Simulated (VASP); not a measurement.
# SiHgRh (P-6m2) in VASP: further runs

SiHgRh is run at these levels: PBE; tasks: relaxation of cell and atoms.

Program: VASP 6.6.1. These are calculated values, not measurements. Logs are shortened: lines on timing, memory, paths and dates and some standing lists are left out, and cuts for length are marked.

## (1) The cell of the first run

Symmetry: P-6m2, No. 187, hexagonal system. Conventional cell: a = 4.092 Å, b = 4.092 Å, c = 4.041 Å, α = 90.00°, β = 90.00°, γ = 120.00°. Within 3.2 Å of Si (site symmetry -6m2) lie 3 Rh at 2.36 Å and 6 Hg at 3.11 Å. Within 4.1 Å of Hg (site symmetry -6m2) lie 6 Si at 3.11 Å and 6 Rh at 3.11 Å and 8 Hg at 4.04 to 4.09 Å. Within 3.2 Å of Rh (site symmetry -6m2) lie 3 Si at 2.36 Å and 6 Hg at 3.11 Å.

The cell was generated, and may not be a known phase.

## (2) Relaxation of cell and atoms, PBE

Contents of INCAR:

```
PREC = Accurate ; ENCUT = 600
EDIFF = 1E-6 ; ISMEAR = 0
SIGMA = 0.1 ; LREAL = False
LASPH = True ; NELM = 100
ALGO = Fast ; ISIF = 3
LWAVE = False ; LCHARG = False
GGA = PE ; IBRION = 2
NSW = 90 ; EDIFFG = -0.04
```

Contents of KPOINTS:

```
regular mesh
0
Gamma
  6 6 4
```

Contents of POSCAR:

```
SiHgRh
1.0
    4.0920133500      0.0000000000      0.0000000000
   -2.0460066800      3.5437875100      0.0000000000
    0.0000000000      0.0000000000      4.0406286100
Si Hg Rh
1 1 1
Direct
    0.3333333300      0.6666666700      0.5000000000
    0.6666666700      0.3333333300      0.0000000000
    0.0000000000      0.0000000000      0.5000000000
```

Potentials or basis: VASP PAW PBE potentials, release 64 (Si, Hg, Rh_pv).

Started as:

```sh
> cat potpaw_PBE.64/Si/POTCAR potpaw_PBE.64/Hg/POTCAR potpaw_PBE.64/Rh_pv/POTCAR > POTCAR
> mpirun -np 1 vasp_std > vasp.out
```

OUTCAR:

```text
PREC = Accurate
   ENCUT = 600
   EDIFF = 1E-6
   ISMEAR = 0
   LREAL = False
   LASPH = True
   NELM = 100
   ISIF = 3
   GGA = PE
   IBRION = 2
   NSW = 90
   EDIFFG = -0.04

 ion  position               nearest neighbor table
   1  0.333  0.667  0.500-   3 2.36   3 2.36   3 2.36   2 3.11   2 3.11   2 3.11   2 3.11   2 3.11
                             2 3.11
   2  0.667  0.333  0.000-   1 3.11   1 3.11   1 3.11   1 3.11   3 3.11   3 3.11   3 3.11   3 3.11
                             3 3.11   3 3.11   1 3.11   1 3.11
   3  0.000  0.000  0.500-   1 2.36   1 2.36   1 2.36   2 3.11   2 3.11   2 3.11   2 3.11   2 3.11
                             2 3.11

  LATTYP: Found a hexagonal cell.
 ALAT       =     4.0920133500
 C/A-ratio  =     0.9874426754

  Lattice vectors:

 A1 = (   4.0920133500,   0.0000000000,   0.0000000000)
 A2 = (  -2.0460066800,   3.5437875100,   0.0000000000)
 A3 = (   0.0000000000,   0.0000000000,   4.0406286100)

Analysis of symmetry for initial positions (statically):
=====================================================================
 Subroutine PRICEL returns:
 Original cell was already a primitive cell.

 Routine SETGRP: Setting up the symmetry group for a
 hexagonal supercell.

 Subroutine GETGRP returns: Found 12 space group operations
 (whereof 12 operations were pure point group operations)
 out of a pool of 24 trial point group operations.

The static configuration has the point symmetry D_3h.

Analysis of symmetry for dynamics (positions and initial velocities):
=====================================================================
 Subroutine PRICEL returns:
 Original cell was already a primitive cell.

 Routine SETGRP: Setting up the symmetry group for a
 hexagonal supercell.

 Subroutine GETGRP returns: Found 12 space group operations
 (whereof 12 operations were pure point group operations)
 out of a pool of 24 trial point group operations.

The dynamic configuration has the point symmetry D_3h.

 Subroutine INISYM returns: Found 12 space group operations
 (whereof 12 operations are pure point group operations),
 and found     1 'primitive' translations

----------------------------------------------------------------------------------------

                                     Primitive cell

  volume of cell :      58.5941
[... 75 lines left out ...]
   NGX,Y,Z   is equivalent  to a cutoff of  14.63, 14.63, 13.17 a.u.
   NGXF,Y,Z  is equivalent  to a cutoff of  29.25, 29.25, 26.33 a.u.
 SYSTEM =  unknown system
   PREC   = accura    normal or accurate (medium, high low for compatibility)
   ISTART =      0    job   : 0-new  1-cont  2-samecut
   ICHARG =      2    charge: 1-file 2-atom 10-const
   ISPIN  =      1    spin polarized calculation?
   LNONCOLLINEAR =      F non collinear calculations
   LSORBIT =      F    spin-orbit coupling
   LASPH  =      T    aspherical Exc in radial PAW
   ENCUT  =  600.0 eV  44.10 Ry    6.64 a.u.   8.17  8.17  8.07*2*pi/ulx,y,z
   NELM   =    100;   NELMIN=  2; NELMDL= -5     # of ELM steps
   EDIFF  = 0.1E-05   stopping-criterion for ELM
   LREAL  =      F    real-space projection
   EDIFFG = -.4E-01   stopping-criterion for IOM
   NSW    =     90    number of steps for IOM
   IBRION =      2    ionic relax: 0-MD 1-quasi-New 2-CG
   NFREE  =      1    steps in history (QN), initial steepest desc. (CG)
   ISIF   =      3    stress and relaxation
   ISYM   =      2    0-nonsym 1-usesym 2-fastsym
   POTIM  = 0.5000    time-step for ionic-motion
   TEBEG  =    0.0;   TEEND  =   0.0 temperature during run
   PSTRESS=    0.0 pullay stress
   NELECT =      31.0000    total number of electrons
   NUPDOWN=      -1.0000    fix difference up-down
   EMIN   =  10.00;   EMAX   =-10.00  energy-range for DOS
   EFERMI =   0.00;   METHOD = LEGACY
   ISMEAR =     0;   SIGMA  =   0.10  broadening in eV -4-tet -1-fermi 0-gaus
   EFERMI_NEDOS =   21; number of points for ismear=-14 and -15
   IALGO  =     68    algorithm
   IMIX   =      4    mixing-type and parameters
     AMIX     =   0.40;   BMIX     =  1.00
     AMIX_MAG =   1.60;   BMIX_MAG =  1.00
  volume/ion in A,a.u.               =      19.53       131.80
  Fermi-wavevector in a.u.,A,eV,Ry     =   1.324070  2.502129 23.853197  1.753161
  Thomas-Fermi vector in A             =   2.453631
   LORBIT       =      0    0 simple, 1 ext, 2 COOP (PROOUT), +10 PAW based schemes
   GGA     = PE    functional components
   LHFCALC =     F    Hartree Fock is set to
   AEXX    =    0.0000 exact exchange contribution
   IVDW    =     0    specifies the selected vdW correction
   LEPSILON=     F    determine dielectric tensor
   LRPA    =     F    only Hartree local field effects (RPA)
 conjugate gradient relaxation of ions
 non-spin polarized calculation
 RMM-DIIS sequential band-by-band and
 Gauss-broadening in eV      SIGMA  =   0.10
  energy-cutoff  :      600.00
  volume of cell :       58.59
 maximum number of plane-waves:      1986
 NGX is ok and might be reduce to    36
   NGX = 17   NGY = 17   NGZ = 17

--------------------------------------- Ionic step        1  -------------------------------------------

 number of electron      31.0000000 magnetization

 Free energy of the ion-electron system (eV)
  ---------------------------------------------------
  ext. energy  EPLUGINS =         0.00000000
  ---------------------------------------------------
  free energy    TOTEN  =       -12.89154999 eV

  energy without entropy =      -12.88089405  energy(sigma->0) =      -12.88622202

------------------------ aborting loop because EDIFF is reached ----------------------------------------

  FORCE on cell =-STRESS in cart. coord.  units (eV):
  Direction    XX          YY          ZZ          XY          YZ          ZX
  --------------------------------------------------------------------------------------
  -------------------------------------------------------------------------------------
  Total       -2.4028195     -2.4028195     -2.6543381      0.0000000      0.0000000      0.0000000
  in kB      -65.7019231    -65.7019230    -72.5793664      0.0000001      0.0000000      0.0000000
  external PRESSURE =     -67.9944042 kB  Pullay stress =       0.0000000 kB
[... 246 lines left out ...]
--------------------------------------- Ionic step        8  -------------------------------------------

 number of electron      30.9999995 magnetization

 Free energy of the ion-electron system (eV)
  ---------------------------------------------------
  ext. energy  EPLUGINS =         0.00000000
  ---------------------------------------------------
  free energy    TOTEN  =       -13.07035063 eV

  energy without entropy =      -13.06119424  energy(sigma->0) =      -13.06577244

 E-fermi :   7.4197     XC(G=0): -11.7896

 val. band max:        7.3856173304   @ k =   0.5000   0.0000   0.5000
 cond. band min:       7.4464428348   @ k =   0.0000   0.0000   0.0000
 fundamental gap:      0.0608255043
 Fermi energy:         7.4197330598

 k-point     1 :       0.0000    0.0000    0.0000
  band No.  band energies     occupation
      1     -39.2010      2.00000
      2     -39.2010      2.00000
      3     -38.9423      2.00000
      4      -3.8761      2.00000
      5      -0.5685      2.00000
      6      -0.2700      2.00000
[... 481 lines left out ...]
  FREE ENERGIE OF THE ION-ELECTRON SYSTEM (eV)
  ---------------------------------------------------
  free  energy   TOTEN  =       -13.0703506312 eV

  energy  without entropy=      -13.0611942447  energy(sigma->0) =      -13.06577244

 reached required accuracy - stopping structural energy minimisation
```

CONTCAR:

```text
SiHgRh
   1.00000000000000
     4.0835313503708779    0.0000000000254722    0.0000000000000000
    -2.0417656801530155    3.5364418828741444    0.0000000000000000
     0.0000000000000000    0.0000000000000000    3.6000690605462924
  Si              Hg              Rh
     1     1     1
Direct
     0.3333333300000021    0.6666666699999979    0.5000000000000000
     0.6666666699999979    0.3333333300000021    0.0000000000000000
     0.0000000000000000    0.0000000000000000    0.5000000000000000

  0.00000000E+00  0.00000000E+00  0.00000000E+00
  0.00000000E+00  0.00000000E+00  0.00000000E+00
  0.00000000E+00  0.00000000E+00  0.00000000E+00
```

Wall time 3.4 min (1 thread of Intel Xeon Platinum 8259CL at 2.50GHz (Skylake/Cascade Lake), shared host); peak memory 0.23 GiB.

What came out:

- Free energy: -13.0704 eV
- Relaxed volume: 17.33 Å³/atom
- Relaxed cell: a = 4.084 Å, b = 4.084 Å, c = 3.600 Å, α = 90.00°, β = 90.00°, γ = 120.00°
- Space group after relaxing (to 0.1 Å): P-6m2 (No. 187)
- Energy gained by relaxing: 59.6 meV/atom
- Ionic steps: 8
- Pressure after relaxing: 0.0 GPa
- Band gap on the k mesh: zero (an odd number of electrons rules out a gap without spin polarisation)

The path:
```tsv
step	energy change (eV)	largest force (eV/Å)	pressure (GPa)	volume (Å³)
1	0.0000	0.0000	-6.80	58.59
2	-0.0599	0.0000	5.91	51.84
3	-0.1009	0.0000	0.11	54.27
4	-0.1342	0.0000	0.12	53.56
5	-0.1762	0.0000	1.36	51.30
6	-0.1775	0.0000	1.04	51.60
7	-0.1738	0.0000	-1.93	52.75
8	-0.1788	0.0000	0.00	51.99
```

Final structure:
```xyz
3
Lattice="4.0835 0.0000 0.0000 -2.0418 3.5364 0.0000 0.0000 0.0000 3.6001" Properties=species:S:1:pos:R:3 pbc="T T T"
Si    0.0000    2.3576    1.8000
Hg    2.0418    1.1788    0.0000
Rh    0.0000    0.0000    1.8000
```

Caveat: the k points lie up to 0.44 Å⁻¹ apart in the final cell, too coarse for converged energies and pressures of a metal; spin-orbit coupling is left out, which moves the levels of the heavy elements.

## (3) Relaxation of cell and atoms, PBE

This run uses another cell than the first one, of 17.27 Å³/atom.

Contents of INCAR:

```
ALGO = Fast
EDIFF = 1E-6
EDIFFG = -0.04
ENCUT = 600
GGA = PE
IBRION = 2
ISIF = 3
ISMEAR = 0
LASPH = True
LCHARG = False
LREAL = False
LWAVE = False
NELM = 80
NSW = 90
PREC = Accurate
SIGMA = 0.1
```

Contents of KPOINTS:

```
k-points
0
Gamma
  6 6 6
```

Contents of POSCAR:

```
SiHgRh
1.0
    4.0771152007      0.0000000000      0.0000000000
   -2.0385576003      3.5308853380      0.0000000000
    0.0000000000      0.0000000000      3.5992621582
Si Hg Rh
1 1 1
Direct
    0.3333333333      0.6666666667      0.5000000000
    0.6666666667      0.3333333333      0.0000000000
    0.0000000000      0.0000000000      0.5000000000
```

Potentials or basis: VASP PAW PBE potentials, release 64 (Si, Hg, Rh_pv).

Started as:

```sh
> cat potpaw_PBE.64/Si/POTCAR potpaw_PBE.64/Hg/POTCAR potpaw_PBE.64/Rh_pv/POTCAR > POTCAR
> mpirun -np 1 vasp_std > vasp.out
```

OUTCAR:

```text
EDIFF = 1E-6
   EDIFFG = -0.04
   ENCUT = 600
   GGA = PE
   IBRION = 2
   ISIF = 3
   ISMEAR = 0
   LASPH = True
   LREAL = False
   NELM = 80
   NSW = 90
   PREC = Accurate

 ion  position               nearest neighbor table
   1  0.333  0.667  0.500-   3 2.35   3 2.35   3 2.35   2 2.96   2 2.96   2 2.96   2 2.96   2 2.96
                             2 2.96
   2  0.667  0.333  0.000-   3 2.96   3 2.96   1 2.96   1 2.96   1 2.96   1 2.96   3 2.96   3 2.96
                             3 2.96   3 2.96   1 2.96   1 2.96
   3  0.000  0.000  0.500-   1 2.35   1 2.35   1 2.35   2 2.96   2 2.96   2 2.96   2 2.96   2 2.96
                             2 2.96

  LATTYP: Found a hexagonal cell.
 ALAT       =     4.0771152007
 C/A-ratio  =     0.8827962864

  Lattice vectors:

 A1 = (   4.0771152007,   0.0000000000,   0.0000000000)
 A2 = (  -2.0385576003,   3.5308853380,   0.0000000000)
 A3 = (   0.0000000000,   0.0000000000,   3.5992621582)

Analysis of symmetry for initial positions (statically):
=====================================================================
 Subroutine PRICEL returns:
 Original cell was already a primitive cell.

 Routine SETGRP: Setting up the symmetry group for a
 hexagonal supercell.

 Subroutine GETGRP returns: Found 12 space group operations
[... 177 lines left out ...]
  -------------------------------------------------------------------------------------
  Total        0.1688024      0.1688024      0.1308370      0.0000000     -0.0000000      0.0000000
  in kB        5.2196215      5.2196215      4.0456769      0.0000000     -0.0000000      0.0000000
  external PRESSURE =       4.8283066 kB  Pullay stress =       0.0000000 kB
[... 61 lines left out ...]
--------------------------------------- Ionic step        3  -------------------------------------------

 number of electron      31.0000002 magnetization

 Free energy of the ion-electron system (eV)
  ---------------------------------------------------
  ext. energy  EPLUGINS =         0.00000000
  ---------------------------------------------------
  free energy    TOTEN  =       -13.05571695 eV

  energy without entropy =      -13.05017961  energy(sigma->0) =      -13.05294828

 E-fermi :   7.3888     XC(G=0): -11.7881

 val. band max:        7.3690697128   @ k =   0.5000  -0.0000   0.5000
 cond. band min:       7.4380350807   @ k =   0.0000   0.0000   0.0000
 fundamental gap:      0.0689653680
 Fermi energy:         7.3887869227

 k-point     1 :       0.0000    0.0000    0.0000
  band No.  band energies     occupation
      1     -39.2086      2.00000
      2     -39.2086      2.00000
      3     -38.9614      2.00000
      4      -3.8714      2.00000
      5      -0.5694      2.00000
      6      -0.2733      2.00000
[... 505 lines left out ...]
      6      -0.4860      2.00000
[... 11 lines left out ...]
     18       9.5388      0.00000
     19      12.3960      0.00000

 [... further k-points ...]

------------------------ aborting loop because EDIFF is reached ----------------------------------------

  FORCE on cell =-STRESS in cart. coord.  units (eV):
  Direction    XX          YY          ZZ          XY          YZ          ZX
  --------------------------------------------------------------------------------------
  -------------------------------------------------------------------------------------
  Total       -0.0108146     -0.0108146      0.0248369     -0.0000000     -0.0000000      0.0000000
  in kB       -0.3332158     -0.3332158      0.7652625     -0.0000000     -0.0000000      0.0000000
  external PRESSURE =       0.0329436 kB  Pullay stress =       0.0000000 kB
[... 18 lines left out ...]
  FREE ENERGIE OF THE ION-ELECTRON SYSTEM (eV)
  ---------------------------------------------------
  free  energy   TOTEN  =       -13.0557169542 eV

  energy  without entropy=      -13.0501796133  energy(sigma->0) =      -13.05294828

 reached required accuracy - stopping structural energy minimisation
```

It took 78 s on 1 thread of Intel Xeon Platinum 8259CL at 2.50GHz (Skylake/Cascade Lake), shared host; peak memory 0.22 GiB.

Results:

```yaml
Free_energy: -13.0557 eV
Relaxed_volume: 17.33 Å³/atom
Relaxed_cell: a = 4.082 Å, b = 4.082 Å, c = 3.603 Å, α = 90.00°, β = 90.00°, γ = 120.00°
Space_group_after_relaxing_to_0.1_Å: P-6m2 (No. 187)
Energy_gained_by_relaxing: 0.1 meV/atom
Ionic_steps: 3
Pressure_after_relaxing: 0.0 GPa
Band_gap_on_the_k_mesh: zero (an odd number of electrons rules out a gap without spin polarisation)
```

Stress tensor (GPa, compression positive):
```
-0.03  0.00  0.00
 0.00 -0.03  0.00
 0.00  0.00  0.08
```

The path:
```
step  energy change (eV)  largest force (eV/Å)  pressure (GPa)  volume (Å³)
   1              0.0000                0.0000            0.48        51.81
   2              0.0001                0.0000           -0.50        52.21
   3             -0.0003                0.0000            0.00        52.00
```

Final structure:
```xyz
3
Lattice="4.0824 0.0000 0.0000 -2.0412 3.5354 0.0000 0.0000 0.0000 3.6028" Properties=species:S:1:pos:R:3 pbc="T T T"
Si    0.0000    2.3569    1.8014
Hg    2.0412    1.1785    0.0000
Rh    0.0000    0.0000    1.8014
```

Caveat: spin-orbit coupling is left out, which moves the levels of the heavy elements.

The gap in the log of VASP goes by the Fermi energy; the results here count the filled bands.